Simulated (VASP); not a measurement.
# IrO4 (Cmmm) in VASP: further runs

The runs below take IrO4 through single point, relaxation of cell and atoms, with PBE.

Everything below comes from runs of VASP 6.6.1. Logs are shortened: lines on timing, memory, paths and dates and some standing lists are left out, and cuts for length are marked.

### 1 The cell of the first run

The structure is orthorhombic, space group Cmmm (No. 65). Conventional cell: a = 6.904 Å, b = 6.913 Å, c = 3.064 Å, α = 90.00°, β = 90.00°, γ = 90.00°. Within 2.3 Å of Ir (site symmetry mmm) lie 6 O at 1.76 to 1.97 Å. O (site symmetry 2mm) has 1 Ir at 1.76 Å within 2.3 Å. O (site symmetry m2m) has 2 Ir at 1.97 Å and 5 O at 2.47 to 2.64 Å within 2.7 Å.

### 2 Single point, PBE, collinear spin (atoms taken out)

INCAR reads:

```
SYSTEM = IrO4
PREC = Accurate ; ENCUT = 520
EDIFF = 1E-6 ; ISMEAR = 0
SIGMA = 0.1 ; LREAL = .FALSE.
LASPH = .TRUE. ; NELM = 150
ALGO = Normal ; ISIF = 2
LWAVE = .FALSE. ; LCHARG = .TRUE.
ISPIN = 2 ; MAGMOM = 1 0 0 0 0
LORBIT = 11 ; LMAXMIX = 4
GGA = PE ; LELF = .TRUE.
LVHAR = .TRUE. ; NBANDS = 28
```

KPOINTS reads:

```
Automatic mesh
0
G
  4 4 6
  0 0 0
```

POSCAR reads:

```
IrO4
1.0
    3.4564715713     -3.4521327200      0.0000000000
    3.4564715713      3.4521327200      0.0000000000
    0.0000000000      0.0000000000      3.0635797379
Ir O
1 4
Direct
    0.0000000000      0.0000000000      0.0000000000
    0.7451682916      0.2548317084      0.0000000000
    0.2548317084      0.7451682916      0.0000000000
    0.8213511562      0.8213511562      0.5000000000
    0.1786488438      0.1786488438      0.5000000000
```

Potentials or basis: VASP PAW PBE potentials, release 64 (Ir, O).

Run with:

```bash
$ cat potpaw_PBE.64/Ir/POTCAR potpaw_PBE.64/O/POTCAR > POTCAR
$ mpirun -np 1 vasp_std > vasp.out
```

OUTCAR:

```text
SYSTEM = IrO4
   PREC = Accurate
   ENCUT = 520
   EDIFF = 1E-6
   ISMEAR = 0
   LREAL = .FALSE.
   LASPH = .TRUE.
   NELM = 150
   ISIF = 2
   ISPIN = 2
   LORBIT = 11
   GGA = PE

 ion  position               nearest neighbor table
   1  0.000  0.000  0.000-   2 1.76   3 1.76   4 1.97   5 1.97   4 1.97   5 1.97
   2  0.745  0.255  0.000-   1 1.76
   3  0.255  0.745  0.000-   1 1.76
   4  0.821  0.821  0.500-   1 1.97   1 1.97
   5  0.179  0.179  0.500-   1 1.97   1 1.97

  LATTYP: Found a base centered orthorhombic cell.
 ALAT       =     6.9042654400
 B/A-ratio  =     1.0012568611
 C/A-ratio  =     0.4437227631

  Lattice vectors:

 A1 = (  -3.4564715713,  -3.4521327200,   0.0000000000)
 A2 = (   3.4564715713,  -3.4521327200,   0.0000000000)
 A3 = (   0.0000000000,   0.0000000000,   3.0635797379)

Analysis of symmetry for initial positions (statically):
=====================================================================
 Subroutine PRICEL returns:
 Original cell was already a primitive cell.

 Routine SETGRP: Setting up the symmetry group for a
 base centered orthorhombic supercell.

 Subroutine GETGRP returns: Found  8 space group operations
 (whereof  8 operations were pure point group operations)
 out of a pool of  8 trial point group operations.

The static configuration has the point symmetry D_2h.

Analysis of symmetry for dynamics (positions and initial velocities):
=====================================================================
 Subroutine PRICEL returns:
 Original cell was already a primitive cell.

 Routine SETGRP: Setting up the symmetry group for a
 base centered orthorhombic supercell.

 Subroutine GETGRP returns: Found  8 space group operations
 (whereof  8 operations were pure point group operations)
 out of a pool of  8 trial point group operations.

The dynamic configuration has the point symmetry D_2h.

Analysis of structural, dynamic, and magnetic symmetry:
=====================================================================
 Subroutine PRICEL returns:
 Original cell was already a primitive cell.

 Routine SETGRP: Setting up the symmetry group for a
 base centered orthorhombic supercell.

 Subroutine GETGRP returns: Found  8 space group operations
 (whereof  8 operations were pure point group operations)
 out of a pool of  8 trial point group operations.

The overall configuration has the point symmetry D_2h.

 Subroutine INISYM returns: Found  8 space group operations
 (whereof  8 operations are pure point group operations),
 and found     1 'primitive' translations

----------------------------------------------------------------------------------------

                                     Primitive cell

  volume of cell :      73.1105

  direct lattice vectors                    reciprocal lattice vectors
     3.456471571 -3.452132720  0.000000000     0.144656188 -0.144838000  0.000000000
     3.456471571  3.452132720  0.000000000     0.144656188  0.144838000  0.000000000
     0.000000000  0.000000000  3.063579738     0.000000000  0.000000000  0.326415529

  length of vectors
     4.885121906  4.885121906  3.063579738     0.204703344  0.204703344  0.326415529

  position of ions in fractional coordinates (direct lattice)
     0.000000000  0.000000000  0.000000000
     0.745168292  0.254831708  0.000000000
     0.254831708  0.745168292  0.000000000
     0.821351156  0.821351156  0.500000000
     0.178648844  0.178648844  0.500000000

  ion indices of the primitive-cell ions
   primitive index   ion index
                 1           1
                 2           2
                 3           3
                 4           4
                 5           5

----------------------------------------------------------------------------------------

 KPOINTS: Automatic mesh

Automatic generation of k-mesh.
 Grid dimensions read from file:
 generate k-points for:    4    4    6

 Generating k-lattice:

  Cartesian coordinates                     Fractional coordinates (reciprocal lattice)
     0.036164047 -0.036209500  0.000000000     0.250000000  0.000000000  0.000000000
     0.036164047  0.036209500  0.000000000     0.000000000  0.250000000  0.000000000
     0.000000000  0.000000000  0.054402588     0.000000000  0.000000000  0.166666667

  Length of vectors
     0.051175836  0.051175836  0.054402588

  Shift w.r.t. Gamma in fractional coordinates (k-lattice)
     0.000000000  0.000000000  0.000000000

 Subroutine IBZKPT returns following result:
 ===========================================

 Found     28 irreducible k-points:

 Following reciprocal coordinates:
            Coordinates               Weight
  0.000000  0.000000  0.000000      1.000000
  0.250000  0.000000  0.000000      4.000000
  0.500000  0.000000  0.000000      2.000000
  0.250000  0.250000  0.000000      2.000000
  0.500000  0.250000  0.000000      4.000000
 -0.250000  0.250000  0.000000      2.000000
[... 16 lines left out ...]
  0.250000  0.000000  0.500000      4.000000
  0.500000  0.000000  0.500000      2.000000
 [... further k-points ...]
   k-points           NKPTS =     28   k-points in BZ     NKDIM =     28   number of bands    NBANDS=     28
   number of dos      NEDOS =    301   number of ions     NIONS =      5
   total plane-waves  NPLWV =  31104
   dimension x,y,z NGX =    36 NGY =   36 NGZ =   24
   dimension x,y,z NGXF=    72 NGYF=   72 NGZF=   48
   ions per type =               1   4
   NGX,Y,Z   is equivalent  to a cutoff of  12.25, 12.25, 13.02 a.u.
   NGXF,Y,Z  is equivalent  to a cutoff of  24.50, 24.50, 26.05 a.u.
 SYSTEM =  IrO4
   PREC   = accura    normal or accurate (medium, high low for compatibility)
   ISTART =      0    job   : 0-new  1-cont  2-samecut
   ICHARG =      2    charge: 1-file 2-atom 10-const
   ISPIN  =      2    spin polarized calculation?
   LNONCOLLINEAR =      F non collinear calculations
   LSORBIT =      F    spin-orbit coupling
   LASPH  =      T    aspherical Exc in radial PAW
   ENCUT  =  520.0 eV  38.22 Ry    6.18 a.u.   9.08  9.08  5.70*2*pi/ulx,y,z
   NELM   =    150;   NELMIN=  2; NELMDL= -5     # of ELM steps
   EDIFF  = 0.1E-05   stopping-criterion for ELM
   LREAL  =      F    real-space projection
   EDIFFG = 0.1E-04   stopping-criterion for IOM
   NSW    =      0    number of steps for IOM
[... 23 lines left out ...]
   AEXX    =    0.0000 exact exchange contribution
   IVDW    =     0    specifies the selected vdW correction
   LEPSILON=     F    determine dielectric tensor
   LRPA    =     F    only Hartree local field effects (RPA)
 spin polarized calculation
 Gauss-broadening in eV      SIGMA  =   0.10
  energy-cutoff  :      520.00
  volume of cell :       73.11
 maximum number of plane-waves:      1988
   NGX = 19   NGY = 19   NGZ = 11

 number of electron      33.0000005 magnetization       0.3004617

 Free energy of the ion-electron system (eV)
  ---------------------------------------------------
  ext. energy  EPLUGINS =         0.00000000
  ---------------------------------------------------
  free energy    TOTEN  =       -28.85542084 eV

  energy without entropy =      -28.83421658  energy(sigma->0) =      -28.84481871

 E-fermi :  -0.6975     XC(G=0):  -9.1793

 val. band max:       -0.7015535875   @ k =   0.5000   0.2500   0.0000
 cond. band min:      -0.6853077675   @ k =   0.5000   0.5000   0.3333
 fundamental gap:      0.0162458200
 Fermi energy:        -0.6975321425

 spin component 1

 k-point     1 :       0.0000    0.0000    0.0000
  band No.  band energies     occupation
      1     -19.4676      1.00000
      2     -18.5701      1.00000
      3     -17.3351      1.00000
      4     -17.2411      1.00000
      5      -7.6179      1.00000
      6      -7.0003      1.00000
[... 20 lines left out ...]
     27      14.3558      0.00000
     28      16.0763      0.00000

 k-point     2 :       0.2500    0.0000    0.0000
  band No.  band energies     occupation
      1     -19.4221      1.00000
      2     -18.5900      1.00000
      3     -17.3762      1.00000
      4     -17.2450      1.00000
      5      -7.6217      1.00000
      6      -7.0214      1.00000
[... 20 lines left out ...]
     27      14.3847      0.00000
     28      15.5206      0.00000

 k-point     3 :       0.5000    0.0000    0.0000
  band No.  band energies     occupation
      1     -19.3738      1.00000
      2     -18.6083      1.00000
      3     -17.4474      1.00000
      4     -17.2226      1.00000
      5      -7.6255      1.00000
      6      -7.0684      1.00000
[... 616 lines left out ...]
      3     -17.8082      1.00000
      4     -17.0732      1.00000
      5      -7.4166      1.00000
      6      -7.3726      1.00000
[... 20 lines left out ...]
     27      14.8560      0.00000
     28      15.3495      0.00000

 k-point    24 :       0.5000    0.0000    0.5000
  band No.  band energies     occupation
      1     -18.7429      1.00000
      2     -18.2605      1.00000
      3     -17.7971      1.00000
      4     -17.1009      1.00000
      5      -7.4649      1.00000
      6      -7.2965      1.00000
[... 20 lines left out ...]
     27      15.1083      0.00000
     28      15.1639      0.00000

 [... further k-points ...]

 spin component 2

 k-point     1 :       0.0000    0.0000    0.0000
  band No.  band energies     occupation
      1     -19.3602      1.00000
      2     -18.4717      1.00000
      3     -17.1700      1.00000
      4     -17.1602      1.00000
      5      -7.5930      1.00000
      6      -6.9514      1.00000
[... 20 lines left out ...]
     27      14.3811      0.00000
     28      16.0950      0.00000

 k-point     2 :       0.2500    0.0000    0.0000
  band No.  band energies     occupation
      1     -19.3134      1.00000
      2     -18.4928      1.00000
      3     -17.2443      1.00000
      4     -17.1313      1.00000
      5      -7.5968      1.00000
      6      -6.9713      1.00000
[... 20 lines left out ...]
     27      14.4075      0.00000
     28      15.5472      0.00000

 k-point     3 :       0.5000    0.0000    0.0000
  band No.  band energies     occupation
      1     -19.2636      1.00000
      2     -18.5124      1.00000
      3     -17.3252      1.00000
      4     -17.0997      1.00000
      5      -7.6006      1.00000
      6      -7.0183      1.00000
[... 616 lines left out ...]
      3     -17.6404      1.00000
      4     -17.0014      1.00000
      5      -7.3632      1.00000
      6      -7.3402      1.00000
[... 20 lines left out ...]
     27      14.9076      0.00000
     28      15.3650      0.00000

 k-point    24 :       0.5000    0.0000    0.5000
  band No.  band energies     occupation
      1     -18.6813      1.00000
      2     -18.1047      1.00000
      3     -17.6292      1.00000
      4     -17.0293      1.00000
      5      -7.4103      1.00000
      6      -7.2632      1.00000
[... 20 lines left out ...]
     27      15.1524      0.00000
     28      15.1783      0.00000

 [... further k-points ...]

------------------------ aborting loop because EDIFF is reached ----------------------------------------

  FORCE on cell =-STRESS in cart. coord.  units (eV):
  Direction    XX          YY          ZZ          XY          YZ          ZX
  --------------------------------------------------------------------------------------
  -------------------------------------------------------------------------------------
  Total        0.7104526      2.0383285      1.1268358      0.0000000      0.0000000      0.0000000
  in kB       15.5691895     44.6688840     24.6940074      0.0000000      0.0000000      0.0000000
  external PRESSURE =      28.3106936 kB  Pullay stress =       0.0000000 kB

 VOLUME and BASIS-vectors are now :
 -----------------------------------------------------------------------------
  energy-cutoff  :      520.00
  volume of cell :       73.11
      direct lattice vectors                 reciprocal lattice vectors
     3.456471571 -3.452132720  0.000000000     0.144656188 -0.144838000  0.000000000
     3.456471571  3.452132720  0.000000000     0.144656188  0.144838000  0.000000000
     0.000000000  0.000000000  3.063579738     0.000000000  0.000000000  0.326415529

 POSITION                                       TOTAL-FORCE (eV/Angst)
 -----------------------------------------------------------------------------------
      0.00000      0.00000      0.00000        -0.000000     -0.000000      0.000000
      3.45647     -1.69271      0.00000         0.000000      0.533059     -0.000000
      3.45647      1.69271      0.00000         0.000000     -0.533059      0.000000
      5.67795      0.00000      1.53179        -0.247368     -0.000000      0.000000
      1.23499      0.00000      1.53179         0.247368     -0.000000      0.000000
 -----------------------------------------------------------------------------------
    total drift:                                0.000000     -0.000000      0.000000

  FREE ENERGIE OF THE ION-ELECTRON SYSTEM (eV)
  ---------------------------------------------------
  free  energy   TOTEN  =       -28.8554208403 eV

  energy  without entropy=      -28.8342165848  energy(sigma->0) =      -28.84481871

 total charge

# of ion       s       p       d       tot
------------------------------------------
    1        0.783   1.259   6.623   8.665
    2        1.615   3.251   0.000   4.865
    3        1.615   3.251   0.000   4.865
    4        1.596   3.313   0.000   4.909
    5        1.596   3.313   0.000   4.909
--------------------------------------------------
tot          7.204  14.387   6.623  28.214

 magnetization (x)

# of ion       s       p       d       tot
------------------------------------------
    1       -0.002  -0.002  -0.011  -0.015
    2        0.000   0.036   0.000   0.037
    3        0.000   0.036   0.000   0.037
    4        0.001   0.094   0.000   0.095
    5        0.001   0.094   0.000   0.095
--------------------------------------------------
tot          0.001   0.259  -0.011   0.249
```

Wall time 58 s (1 thread of Intel Xeon 6975P-C (Granite Rapids), shared host); peak memory 0.25 GiB.

What came out:

```yaml
Free_energy: -28.8554 eV
Pressure: 2.8 GPa
Largest_force: 0.533 eV/Å
Net_moment: 0.30 μB per cell
Site_moments: Ir -0.01; O +0.04, +0.10 (each value once) μB
Valence_electrons_inside_the_program's_atomic_spheres: Ir 8.66; O 4.87, 4.91 (each value once)
```

Forces in eV/Å, atoms in the order of the input:
```
Ir   0.000  0.000  0.000
O    0.000  0.533  0.000
O    0.000 -0.533  0.000
O   -0.247  0.000  0.000
O    0.247  0.000  0.000
```

Levels at points of the mesh, in eV from the Fermi level:
Spin up:
```tsv
k point	band 14	band 15	band 16	band 17	band 18	band 19	band 20	band 21
(0.00, 0.00, 0.00)	-0.59	-0.58	-0.56	-0.07	1.34	1.66	5.04	6.04
(0.50, 0.00, 0.00)	-0.62	-0.57	-0.50	-0.21	1.56	1.63	5.04	5.94
(0.50, 0.50, 0.00)	-0.83	-0.69	-0.51	-0.34	1.65	1.93	5.03	5.33
(0.00, 0.00, 0.50)	-1.39	-1.20	-1.01	-0.41	1.33	1.85	3.60	6.29
(0.50, 0.00, 0.50)	-1.45	-1.05	-0.97	-0.29	1.34	1.53	3.59	6.71
(0.50, 0.50, 0.50)	-1.14	-0.99	-0.95	-0.11	1.32	1.42	3.57	6.74
```
Spin down:
| k point | band 14 | band 15 | band 16 | band 17 | band 18 | band 19 |
| --- | --- | --- | --- | --- | --- | --- |
| (0.00, 0.00, 0.00) | -0.50 | -0.49 | -0.40 | 0.21 | 1.40 | 1.71 |
| (0.50, 0.00, 0.00) | -0.54 | -0.53 | -0.38 | 0.05 | 1.65 | 1.69 |
| (0.50, 0.50, 0.00) | -0.73 | -0.61 | -0.47 | -0.09 | 1.71 | 2.05 |
| (0.00, 0.00, 0.50) | -1.16 | -1.08 | -0.92 | -0.20 | 1.39 | 1.99 |
| (0.50, 0.00, 0.50) | -1.41 | -0.89 | -0.76 | -0.07 | 1.40 | 1.65 |
| (0.50, 0.50, 0.50) | -1.10 | -0.86 | -0.66 | 0.12 | 1.42 | 1.48 |

Caveat: the cell differs from its parent crystal (atoms taken out); spin-orbit coupling is left out, which moves the levels of the heavy elements.

### 3 Relaxation of cell and atoms, PBE, collinear spin (atoms taken out)

INCAR reads:

```
SYSTEM = IrO4
ALGO = Normal ; EDIFF = 1E-6
EDIFFG = -0.04 ; ENCUT = 600
GGA = PE ; IBRION = 2
ISIF = 3 ; ISMEAR = 0
ISPIN = 2 ; LASPH = .TRUE.
LCHARG = .FALSE. ; LMAXMIX = 4
LORBIT = 11 ; LREAL = .FALSE.
LWAVE = .FALSE. ; MAGMOM = 1 0 0 0 0
NELM = 150 ; NSW = 90
PREC = Accurate ; SIGMA = 0.1
```

KPOINTS reads:

```
k-points
0
G
  4 4 6
  0 0 0
```

POSCAR reads:

```
IrO4
1.0
    3.3782150700     -3.3782150700      0.0000000000
    3.3782150700      3.3782150700      0.0000000000
    0.0000000000      0.0000000000      3.1053864200
Ir O
1 4
Direct
    0.0000000000      0.0000000000      0.0000000000
    0.6950000000      0.3050000000      0.0000000000
    0.3050000000      0.6950000000      0.0000000000
    0.8050000000      0.8050000000      0.5000000000
    0.1950000000      0.1950000000      0.5000000000
```

Potentials or basis: VASP PAW PBE potentials, release 64 (Ir, O).

Run with:

```bash
$ cat potpaw_PBE.64/Ir/POTCAR potpaw_PBE.64/O/POTCAR > POTCAR
$ mpirun -np 1 vasp_std > vasp.out
```

Run time: 20 min. Hardware: 1 thread of Intel Xeon 6975P-C (Granite Rapids), shared host; peak memory 0.33 GiB.

The run converged. Its results:

* Free energy: -28.8646 eV
* Relaxed volume: 14.67 Å³/atom
* Relaxed cell: a = 4.893 Å, b = 4.893 Å, c = 3.063 Å, α = 90.00°, β = 90.00°, γ = 89.34°
* Space group after relaxing (to 0.1 Å): Cmmm (No. 65)
* Pressure after relaxing: 0.2 GPa
* Largest force after relaxing: 0.020 eV/Å
* Net moment: 0.00 μB per cell
* Valence electrons inside the program's atomic spheres: Ir 8.59; O 4.85, 4.90 (each value once)

Forces in eV/Å, atoms in the order of the input:
```
Ir   0.000  0.000  0.000
O    0.000  0.008  0.000
O    0.000 -0.008  0.000
O    0.020  0.000  0.000
O   -0.020  0.000  0.000
```

Stress tensor (GPa, compression positive):
```
-0.06  0.00  0.00
 0.00  0.33  0.00
 0.00  0.00  0.40
```

Final structure:
```xyz
5
Lattice="3.4800 -3.4402 0.0000 3.4800 3.4402 0.0000 0.0000 0.0000 3.0625" Properties=species:S:1:pos:R:3 pbc="T T T"
Ir    0.0000    0.0000    0.0000
O     3.4800   -1.6677    0.0000
O     3.4800    1.6677    0.0000
O     5.7134    0.0000    1.5313
O     1.2466    0.0000    1.5313
```

Levels at points of the mesh, in eV from the Fermi level:
Spin up:
| k point | band 13 | band 14 | band 15 | band 16 | band 17 | band 18 | band 19 | band 20 | band 21 |
| --- | --- | --- | --- | --- | --- | --- | --- | --- | --- |
| (0.00, 0.00, 0.00) | -0.68 | -0.50 | -0.45 | -0.41 | 0.12 | 1.36 | 1.68 | 4.98 | 5.96 |
| (0.50, 0.00, 0.00) | -1.17 | -0.56 | -0.49 | -0.41 | -0.03 | 1.59 | 1.65 | 4.98 | 5.87 |
| (0.50, 0.50, 0.00) | -0.93 | -0.77 | -0.56 | -0.50 | -0.17 | 1.68 | 1.98 | 4.97 | 5.25 |
| (0.00, 0.00, 0.50) | -1.67 | -1.18 | -1.11 | -0.90 | -0.26 | 1.35 | 1.90 | 3.63 | 6.17 |
| (0.50, 0.00, 0.50) | -1.55 | -1.38 | -0.85 | -0.85 | -0.14 | 1.35 | 1.57 | 3.62 | 6.60 |
| (0.50, 0.50, 0.50) | -1.12 | -1.05 | -0.83 | -0.76 | 0.05 | 1.35 | 1.43 | 3.60 | 6.62 |
Spin down:
| k point | band 15 | band 16 | band 17 | band 18 | band 19 | band 20 |
| --- | --- | --- | --- | --- | --- | --- |
| (0.00, 0.00, 0.00) | -0.45 | -0.41 | 0.12 | 1.36 | 1.68 | 4.98 |
| (0.50, 0.00, 0.00) | -0.49 | -0.41 | -0.03 | 1.59 | 1.65 | 4.98 |
| (0.50, 0.50, 0.00) | -0.56 | -0.50 | -0.17 | 1.68 | 1.97 | 4.97 |
| (0.00, 0.00, 0.50) | -1.11 | -0.90 | -0.26 | 1.35 | 1.90 | 3.63 |
| (0.50, 0.00, 0.50) | -0.85 | -0.85 | -0.14 | 1.35 | 1.57 | 3.62 |
| (0.50, 0.50, 0.50) | -0.83 | -0.76 | 0.05 | 1.35 | 1.43 | 3.60 |

Caveat: the cell differs from its parent crystal (atoms taken out); spin-orbit coupling is left out, which moves the levels of the heavy elements.
